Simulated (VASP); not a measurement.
# Mg2NCl (R-3m) in VASP: notebook

The runs below take Mg2NCl through single point, with LDA.

Everything below comes from runs of VASP 6.6.1. Logs are shortened: lines on timing, memory, paths and dates and some standing lists are left out, and cuts for length are marked.

### Step 1. The cell of the first run

Symmetry: R-3m, No. 166, trigonal system. Conventional cell: a = 3.155 Å, b = 3.155 Å, c = 17.108 Å, α = 90.00°, β = 90.00°, γ = 120.00°. Within 2.7 Å of Mg (site symmetry 3m) lie 3 N at 2.06 Å and 3 Cl at 2.63 Å and 3 Mg at 2.65 Å. N (site symmetry -3m) has 6 Mg at 2.06 Å within 2.7 Å. Cl (site symmetry -3m) has 6 Mg at 2.63 Å and 6 Cl at 3.16 Å and 6 N at 3.38 Å within 3.5 Å.

### Step 2. Single point, LDA (strain -0.050 along x and y, -0.050 along z)

INCAR reads:

```
SYSTEM = Mg2NCl
ALGO = Normal ; EDIFF = 1E-7
ENCUT = 520 ; GGA = CA
ISIF = 2 ; ISMEAR = 0
LASPH = .TRUE. ; LCHARG = .FALSE.
LREAL = .FALSE. ; LWAVE = .FALSE.
NBANDS = 16 ; NELM = 100
PREC = Accurate ; SIGMA = 0.05
```

KPOINTS reads:

```
k-points
0
G
  9 9 9
  0 0 0
```

POSCAR reads:

```
Mg2NCl
1.0
    1.5776332853      0.9108470019      5.7028281500
   -1.5776332853      0.9108470019      5.7028281500
    0.0000000000     -1.8216940039      5.7028281500
Mg N Cl
2 1 1
Direct
    0.2228150000      0.2228150000      0.2228150000
    0.7771850000      0.7771850000      0.7771850000
    0.5000000000      0.5000000000      0.5000000000
    0.0000000000      0.0000000000      0.0000000000
```

Potentials or basis: VASP PAW LDA potentials, release 64 (Mg, N, Cl).

Run with:

```sh
$ cat potpaw_LDA.64/Mg/POTCAR potpaw_LDA.64/N/POTCAR potpaw_LDA.64/Cl/POTCAR > POTCAR
$ mpirun -np 1 vasp_std > vasp.out
```

OUTCAR:

```text
SYSTEM = Mg2NCl
   EDIFF = 1E-7
   ENCUT = 520
   GGA = CA
   ISIF = 2
   ISMEAR = 0
   LASPH = .TRUE.
   LREAL = .FALSE.
   NELM = 100
   PREC = Accurate

 ion  position               nearest neighbor table
   1  0.223  0.223  0.223-   3 2.06   3 2.06   3 2.06   4 2.63   4 2.63   4 2.63   2 2.65   2 2.65
                             2 2.65
   2  0.777  0.777  0.777-   3 2.06   3 2.06   3 2.06   4 2.63   4 2.63   4 2.63   1 2.65   1 2.65
                             1 2.65
   3  0.500  0.500  0.500-   1 2.06   2 2.06   1 2.06   1 2.06   2 2.06   2 2.06
   4  0.000  0.000  0.000-   2 2.63   1 2.63   2 2.63   2 2.63   1 2.63   1 2.63

  LATTYP: Found a trigonal (rhomboedric) cell.
 ALAT       =     5.9867201331
 COS(alpha) =     0.8611121662

  Lattice vectors:

 A1 = (   1.5776332853,   0.9108470019,   5.7028281500)
 A2 = (  -1.5776332853,   0.9108470019,   5.7028281500)
 A3 = (   0.0000000000,  -1.8216940039,   5.7028281500)

Analysis of symmetry for initial positions (statically):
=====================================================================
 Subroutine PRICEL returns:
 Original cell was already a primitive cell.

 Routine SETGRP: Setting up the symmetry group for a
 trigonal (rhombohedral) supercell.

 Subroutine GETGRP returns: Found 12 space group operations
 (whereof 12 operations were pure point group operations)
 out of a pool of 12 trial point group operations.

The static configuration has the point symmetry D_3d.

Analysis of symmetry for dynamics (positions and initial velocities):
=====================================================================
 Subroutine PRICEL returns:
 Original cell was already a primitive cell.

 Routine SETGRP: Setting up the symmetry group for a
 trigonal (rhombohedral) supercell.

 Subroutine GETGRP returns: Found 12 space group operations
 (whereof 12 operations were pure point group operations)
 out of a pool of 12 trial point group operations.

The dynamic configuration has the point symmetry D_3d.

 Subroutine INISYM returns: Found 12 space group operations
 (whereof 12 operations are pure point group operations),
 and found     1 'primitive' translations

----------------------------------------------------------------------------------------

                                     Primitive cell

  volume of cell :      49.1692

  direct lattice vectors                    reciprocal lattice vectors
[... 93 lines left out ...]
   EDIFFG = 0.1E-05   stopping-criterion for IOM
   NSW    =      0    number of steps for IOM
   IBRION =     -1    ionic relax: 0-MD 1-quasi-New 2-CG
   NFREE  =      0    steps in history (QN), initial steepest desc. (CG)
   ISIF   =      2    stress and relaxation
   ISYM   =      2    0-nonsym 1-usesym 2-fastsym
   POTIM  = 0.5000    time-step for ionic-motion
   TEBEG  =    0.0;   TEEND  =   0.0 temperature during run
   PSTRESS=    0.0 pullay stress
   NELECT =      16.0000    total number of electrons
   NUPDOWN=      -1.0000    fix difference up-down
   EMIN   =  10.00;   EMAX   =-10.00  energy-range for DOS
   EFERMI =   0.00;   METHOD = LEGACY
   ISMEAR =     0;   SIGMA  =   0.05  broadening in eV -4-tet -1-fermi 0-gaus
   EFERMI_NEDOS =   21; number of points for ismear=-14 and -15
   IALGO  =     38    algorithm
   IMIX   =      4    mixing-type and parameters
     AMIX     =   0.40;   BMIX     =  1.00
     AMIX_MAG =   1.60;   BMIX_MAG =  1.00
  volume/ion in A,a.u.               =      12.29        82.95
  Fermi-wavevector in a.u.,A,eV,Ry     =   1.126031  2.127891 17.251461  1.267947
  Thomas-Fermi vector in A             =   2.262711
   LORBIT       =      0    0 simple, 1 ext, 2 COOP (PROOUT), +10 PAW based schemes
   GGA     = CA    functional components
   LHFCALC =     F    Hartree Fock is set to
   AEXX    =    0.0000 exact exchange contribution
   IVDW    =     0    specifies the selected vdW correction
   LEPSILON=     F    determine dielectric tensor
   LRPA    =     F    only Hartree local field effects (RPA)
 non-spin polarized calculation
 Gauss-broadening in eV      SIGMA  =   0.05
  energy-cutoff  :      520.00
  volume of cell :       49.17
 maximum number of plane-waves:      1338
 NGX is ok and might be reduce to    48
   NGX = 23   NGY = 23   NGZ = 23

 number of electron      16.0000000 magnetization

 Free energy of the ion-electron system (eV)
  ---------------------------------------------------
  ext. energy  EPLUGINS =         0.00000000
  ---------------------------------------------------
  free energy    TOTEN  =       -20.22909430 eV

  energy without entropy =      -20.22909430  energy(sigma->0) =      -20.22909430

 E-fermi :   5.3492     XC(G=0): -10.9893

 val. band max:        5.0812807789   @ k =   0.0000   0.0000   0.0000
 cond. band min:       8.3480500942   @ k =   0.0000   0.0000   0.0000
 fundamental gap:      3.2667693153
 Fermi energy:         5.3492365193

 k-point     1 :       0.0000    0.0000    0.0000
  band No.  band energies     occupation
      1     -12.0574      2.00000
      2      -7.9465      2.00000
      3      -1.9961      2.00000
      4       2.8387      2.00000
      5       2.8387      2.00000
      6       4.0552      2.00000
[... 433 lines left out ...]
      3      -1.8576      2.00000
      4      -0.6413      2.00000
      5       1.8012      2.00000
      6       1.8526      2.00000
[... 8 lines left out ...]
     15      16.2341      0.00000
     16      18.0273      0.00000

 [... further k-points ...]

------------------------ aborting loop because EDIFF is reached ----------------------------------------

  FORCE on cell =-STRESS in cart. coord.  units (eV):
  Direction    XX          YY          ZZ          XY          YZ          ZX
  --------------------------------------------------------------------------------------
  -------------------------------------------------------------------------------------
  Total        3.2181704      3.2181704      2.4530622      0.0000000     -0.0000000      0.0000000
  in kB      104.8640399    104.8640399     79.9329998      0.0000000     -0.0000000      0.0000000
  external PRESSURE =      96.5536932 kB  Pullay stress =       0.0000000 kB

 VOLUME and BASIS-vectors are now :
 -----------------------------------------------------------------------------
  energy-cutoff  :      520.00
  volume of cell :       49.17
      direct lattice vectors                 reciprocal lattice vectors
     1.577633285  0.910847002  5.702828150     0.316930433  0.182979871  0.058450531
    -1.577633285  0.910847002  5.702828150    -0.316930433  0.182979871  0.058450531
     0.000000000 -1.821694004  5.702828150     0.000000000 -0.365959741  0.058450531

 POSITION                                       TOTAL-FORCE (eV/Angst)
 -----------------------------------------------------------------------------------
      0.00000     -0.00000      3.81203         0.000000     -0.000000      0.568799
      0.00000     -0.00000     13.29646         0.000000      0.000000     -0.568799
      0.00000     -0.00000      8.55424         0.000000     -0.000000      0.000000
      0.00000      0.00000      0.00000         0.000000      0.000000      0.000000
 -----------------------------------------------------------------------------------
    total drift:                                0.000000     -0.000000     -0.000000

  FREE ENERGIE OF THE ION-ELECTRON SYSTEM (eV)
  ---------------------------------------------------
  free  energy   TOTEN  =       -20.2290942987 eV

  energy  without entropy=      -20.2290942987  energy(sigma->0) =      -20.22909430
```

OSZICAR:

```text
N       E                     dE             d eps       ncg     rms          rms(c)
DAV:   1     0.519782096285E+02    0.51978E+02   -0.67645E+03  2720   0.857E+02
DAV:   2    -0.205073054714E+02   -0.72486E+02   -0.65274E+02  3840   0.164E+02
DAV:   3    -0.244650060339E+02   -0.39577E+01   -0.39407E+01  3400   0.386E+01
DAV:   4    -0.244855733625E+02   -0.20567E-01   -0.20565E-01  3504   0.336E+00
DAV:   5    -0.244857513079E+02   -0.17795E-03   -0.17794E-03  3592   0.309E-01    0.102E+01
DAV:   6    -0.204992879069E+02    0.39865E+01   -0.83921E+00  3480   0.228E+01    0.408E+00
DAV:   7    -0.203866589352E+02    0.11263E+00   -0.85327E-01  3856   0.502E+00    0.318E+00
DAV:   8    -0.202545800727E+02    0.13208E+00   -0.48646E-01  3712   0.459E+00    0.139E+00
DAV:   9    -0.202299132230E+02    0.24667E-01   -0.11735E-01  3176   0.205E+00    0.432E-01
DAV:  10    -0.202297595824E+02    0.15364E-03   -0.44960E-03  3480   0.414E-01    0.267E-01
DAV:  11    -0.202291234133E+02    0.63617E-03   -0.14358E-03  3808   0.265E-01    0.636E-02
DAV:  12    -0.202290968902E+02    0.26523E-04   -0.51702E-05  3304   0.541E-02    0.230E-02
DAV:  13    -0.202290943593E+02    0.25309E-05   -0.22737E-05  3448   0.270E-02    0.339E-03
DAV:  14    -0.202290942987E+02    0.60550E-07   -0.73535E-07  3536   0.534E-03
   1 F= -.20229094E+02 E0= -.20229094E+02  d E =-.433278E-16
```

It took 1.7 min on 1 thread of Intel Xeon 6975P-C (Granite Rapids), shared host; peak memory 0.29 GiB.

Results:

- Free energy: -20.2291 eV
- Pressure: 9.7 GPa
- Largest force: 0.569 eV/Å
- Band gap on the k mesh: 3.27 eV

Forces in eV/Å, atoms in the order of the input:
```
Mg   0.000  0.000  0.569
Mg   0.000  0.000 -0.569
N    0.000  0.000  0.000
Cl   0.000  0.000  0.000
```

Caveat: the cell differs from its parent crystal (strain -0.050 along x and y, -0.050 along z); the cell stands under pressure; an odd mesh through Γ misses points on the zone boundary, where band edges can lie.

### Step 3. Single point, LDA (strain -0.050 along x and y, -0.025 along z)

INCAR reads:

```
SYSTEM = Mg2NCl
ALGO = Normal
EDIFF = 1E-6
ENCUT = 520
ISIF = 2
ISMEAR = 0
LASPH = .TRUE.
LCHARG = .FALSE.
LREAL = .FALSE.
LWAVE = .FALSE.
NBANDS = 16
NELM = 60
PREC = Accurate
SIGMA = 0.05
```

KPOINTS is that of step 2.

POSCAR reads:

```
Mg2NCl
1.0
    1.5776332853      0.9108470019      5.8529025750
   -1.5776332853      0.9108470019      5.8529025750
    0.0000000000     -1.8216940039      5.8529025750
Mg N Cl
2 1 1
Direct
    0.2228150000      0.2228150000      0.2228150000
    0.7771850000      0.7771850000      0.7771850000
    0.5000000000      0.5000000000      0.5000000000
    0.0000000000      0.0000000000      0.0000000000
```

Potentials or basis: VASP PAW LDA potentials, release 64 (Mg, N, Cl).

Run with:

```sh
$ cat potpaw_LDA.64/Mg/POTCAR potpaw_LDA.64/N/POTCAR potpaw_LDA.64/Cl/POTCAR > POTCAR
$ mpirun -np 1 vasp_std > vasp.out
```

Wall time 88 s (1 thread of Intel Xeon 6975P-C (Granite Rapids), shared host); peak memory 0.3 GiB.

It converged, with:

```yaml
Free_energy: -20.2697 eV
Pressure: 6.6 GPa
Largest_force: 0.326 eV/Å
Band_gap_on_the_k_mesh: 2.83 eV
```

Forces on the atoms (eV/Å):
```
Mg   0.000  0.000  0.326
Mg   0.000  0.000 -0.326
N    0.000  0.000  0.000
Cl   0.000  0.000  0.000
```

Stress tensor (GPa, compression positive):
```
8.84 0.00 0.00
0.00 8.84 0.00
0.00 0.00 1.99
```

Levels at points of the mesh, in eV from the valence-band top:
```tsv
k point	band 6	band 7	band 8	band 9	band 10	band 11
(0.00, 0.00, 0.00)	-1.28	0.00	0.00	2.83	5.86	8.99
```

Caveat: the cell differs from its parent crystal (strain -0.050 along x and y, -0.025 along z); the cell stands under pressure; an odd mesh through Γ misses points on the zone boundary, where band edges can lie.

### Step 4. Single point, LDA (strain -0.050 along x and y, +0.000 along z)

INCAR reads:

```
SYSTEM = Mg2NCl
PREC = Accurate
ENCUT = 520
EDIFF = 1E-6
ISMEAR = 0
SIGMA = 0.05
LREAL = .False.
LASPH = .True.
NELM = 80
ALGO = Normal
ISIF = 2
LWAVE = .False.
LCHARG = .True.
GGA = CA
LELF = .True.
LVHAR = .True.
NBANDS = 16
```

KPOINTS reads:

```
Automatic mesh
0
Gamma
  9 9 9
  0 0 0
```

POSCAR reads:

```
Mg2NCl
1.0
    1.5776332853      0.9108470019      6.0029770000
   -1.5776332853      0.9108470019      6.0029770000
    0.0000000000     -1.8216940039      6.0029770000
Mg N Cl
2 1 1
Direct
    0.2228150000      0.2228150000      0.2228150000
    0.7771850000      0.7771850000      0.7771850000
    0.5000000000      0.5000000000      0.5000000000
    0.0000000000      0.0000000000      0.0000000000
```

Potentials or basis: VASP PAW LDA potentials, release 64 (Mg, N, Cl).

Run with:

```sh
$ cat potpaw_LDA.64/Mg/POTCAR potpaw_LDA.64/N/POTCAR potpaw_LDA.64/Cl/POTCAR > POTCAR
$ mpirun -np 1 vasp_std > vasp.out
```

OUTCAR:

```text
SYSTEM = Mg2NCl
   PREC = Accurate
   ENCUT = 520
   EDIFF = 1E-6
   ISMEAR = 0
   LREAL = .False.
   LASPH = .True.
   NELM = 80
   ISIF = 2
   GGA = CA

 ion  position               nearest neighbor table
   1  0.223  0.223  0.223-   3 2.08   3 2.08   3 2.08   4 2.70   4 2.70   4 2.70   2 2.72   2 2.72
                             2 2.72
   2  0.777  0.777  0.777-   3 2.08   3 2.08   3 2.08   4 2.70   4 2.70   4 2.70   1 2.72   1 2.72
                             1 2.72
   3  0.500  0.500  0.500-   1 2.08   2 2.08   1 2.08   1 2.08   2 2.08   2 2.08
   4  0.000  0.000  0.000-   2 2.70   1 2.70   2 2.70   2 2.70   1 2.70   1 2.70

  LATTYP: Found a trigonal (rhomboedric) cell.
 ALAT       =     6.2733007186
 COS(alpha) =     0.8735118316

  Lattice vectors:

 A1 = (   1.5776332853,   0.9108470019,   6.0029770000)
 A2 = (  -1.5776332853,   0.9108470019,   6.0029770000)
 A3 = (   0.0000000000,  -1.8216940039,   6.0029770000)

Analysis of symmetry for initial positions (statically):
=====================================================================
 Subroutine PRICEL returns:
 Original cell was already a primitive cell.

 Routine SETGRP: Setting up the symmetry group for a
 trigonal (rhombohedral) supercell.

 Subroutine GETGRP returns: Found 12 space group operations
 (whereof 12 operations were pure point group operations)
 out of a pool of 12 trial point group operations.

The static configuration has the point symmetry D_3d.

Analysis of symmetry for dynamics (positions and initial velocities):
=====================================================================
 Subroutine PRICEL returns:
 Original cell was already a primitive cell.

 Routine SETGRP: Setting up the symmetry group for a
 trigonal (rhombohedral) supercell.

 Subroutine GETGRP returns: Found 12 space group operations
 (whereof 12 operations were pure point group operations)
 out of a pool of 12 trial point group operations.

[... 124 lines left out ...]
     AMIX_MAG =   1.60;   BMIX_MAG =  1.00
  volume/ion in A,a.u.               =      12.94        87.32
  Fermi-wavevector in a.u.,A,eV,Ry     =   1.106942  2.091818 16.671510  1.225321
  Thomas-Fermi vector in A             =   2.243450
   LORBIT       =      0    0 simple, 1 ext, 2 COOP (PROOUT), +10 PAW based schemes
   GGA     = CA    functional components
   LHFCALC =     F    Hartree Fock is set to
   AEXX    =    0.0000 exact exchange contribution
   IVDW    =     0    specifies the selected vdW correction
   LEPSILON=     F    determine dielectric tensor
   LRPA    =     F    only Hartree local field effects (RPA)
 non-spin polarized calculation
 Gauss-broadening in eV      SIGMA  =   0.05
  energy-cutoff  :      520.00
  volume of cell :       51.76
 maximum number of plane-waves:      1407
   NGX = 23   NGY = 23   NGZ = 23

 number of electron      15.9999999 magnetization

 Free energy of the ion-electron system (eV)
  ---------------------------------------------------
  ext. energy  EPLUGINS =         0.00000000
  ---------------------------------------------------
  free energy    TOTEN  =       -20.26379653 eV

  energy without entropy =      -20.26379653  energy(sigma->0) =      -20.26379653

 E-fermi :   5.0549     XC(G=0): -10.7533

 val. band max:        4.7782221124   @ k =   0.0000   0.0000   0.0000
 cond. band min:       7.1817277553   @ k =   0.0000   0.0000   0.0000
 fundamental gap:      2.4035056429
 Fermi energy:         5.0549168287

 k-point     1 :       0.0000    0.0000    0.0000
  band No.  band energies     occupation
      1     -12.2169      2.00000
      2      -8.3544      2.00000
      3      -2.2688      2.00000
      4       2.6895      2.00000
      5       2.6895      2.00000
      6       3.2544      2.00000
[... 433 lines left out ...]
      3      -1.9686      2.00000
      4      -0.7933      2.00000
      5       1.3440      2.00000
      6       1.6679      2.00000
[... 8 lines left out ...]
     15      15.0117      0.00000
     16      17.1031      0.00000

 [... further k-points ...]

------------------------ aborting loop because EDIFF is reached ----------------------------------------

  FORCE on cell =-STRESS in cart. coord.  units (eV):
  Direction    XX          YY          ZZ          XY          YZ          ZX
  --------------------------------------------------------------------------------------
  -------------------------------------------------------------------------------------
  Total        2.4312439      2.4312439     -1.1338778      0.0000000      0.0000000      0.0000000
  in kB       75.2609498     75.2609498    -35.1000242      0.0000000      0.0000000      0.0000000
  external PRESSURE =      38.4739584 kB  Pullay stress =       0.0000000 kB

 VOLUME and BASIS-vectors are now :
 -----------------------------------------------------------------------------
  energy-cutoff  :      520.00
  volume of cell :       51.76
      direct lattice vectors                 reciprocal lattice vectors
     1.577633285  0.910847002  6.002977000     0.316930433  0.182979871  0.055528004
    -1.577633285  0.910847002  6.002977000    -0.316930433  0.182979871  0.055528004
     0.000000000 -1.821694004  6.002977000     0.000000000 -0.365959741  0.055528004

 POSITION                                       TOTAL-FORCE (eV/Angst)
 -----------------------------------------------------------------------------------
      0.00000     -0.00000      4.01266        -0.000000     -0.000000      0.083730
      0.00000     -0.00000     13.99627        -0.000000      0.000000     -0.083730
      0.00000     -0.00000      9.00447         0.000000      0.000000     -0.000000
      0.00000      0.00000      0.00000        -0.000000      0.000000      0.000000
 -----------------------------------------------------------------------------------
    total drift:                                0.000000     -0.000000     -0.000000

  FREE ENERGIE OF THE ION-ELECTRON SYSTEM (eV)
  ---------------------------------------------------
  free  energy   TOTEN  =       -20.2637965284 eV

  energy  without entropy=      -20.2637965284  energy(sigma->0) =      -20.26379653
```

stdout:

```text
POSCAR found type information on POSCAR MgN Cl
 POSCAR found :  3 types and       4 ions
 scaLAPACK will be used
 LDA part: xc-table for (Slater(with rela. corr.)+CA(PZ))
 , standard interpolation
 POSCAR, INCAR and KPOINTS ok, starting setup
 FFT: planning ... GRIDC
 FFT: planning ... GRID_SOFT
 FFT: planning ... GRID
 WAVECAR not read
 entering main loop
```

Wall time 93 s (1 thread of Intel Xeon 6975P-C (Granite Rapids), shared host); peak memory 0.29 GiB.

Results:

| Quantity | Value |
| --- | --- |
| Free energy | -20.2638 eV |
| Pressure | 3.8 GPa |
| Largest force | 0.084 eV/Å |
| Band gap on the k mesh | 2.40 eV |

Forces in eV/Å, atoms in the order of the input:
```
Mg   0.000  0.000  0.084
Mg   0.000  0.000 -0.084
N    0.000  0.000  0.000
Cl   0.000  0.000  0.000
```

Caveat: the cell differs from its parent crystal (strain -0.050 along x and y, +0.000 along z); the cell stands under pressure; an odd mesh through Γ misses points on the zone boundary, where band edges can lie.

(Part 1 of 2 ends here.)
